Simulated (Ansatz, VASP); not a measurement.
**Two plane-wave programs on CdS**

```
CELL_PARAMETERS angstrom
0.00000 2.75324 2.75324
2.75324 0.00000 2.75324
2.75324 2.75324 0.00000
ATOMIC_POSITIONS crystal
Cd 0.00000 0.00000 0.00000
S 0.50000 0.50000 0.50000
```

Alike in both runs: task relaxation of cell and atoms; functional PBEsol; k mesh 5 × 5 × 5; no spin polarisation.

|  | VASP | Ansatz |
| --- | --- | --- |
| version | VASP 6.6.1 | Ansatz 0.2.0 |
| potentials or method | VASP PAW PBE potentials, release 64 (Cd_sv_GW, S), cutoff 540 eV | plane waves, PAW |
| occupations | gaussian, width 0.01 eV | fixed |
| valence electrons in the cell | 26 | 26 |

Ansatz gave:

```
relaxed volume (Å³/atom)                                     : 19.69
relaxed cell length with the largest relative difference (Å) : 3.819
```

**Question.** Which values does VASP return?

**Answer.** Relaxed volume (Å³/atom): 19.50; relaxed cell length with the largest relative difference (Å): 3.807.

VASP's potentials were made for PBE, not for PBEsol.
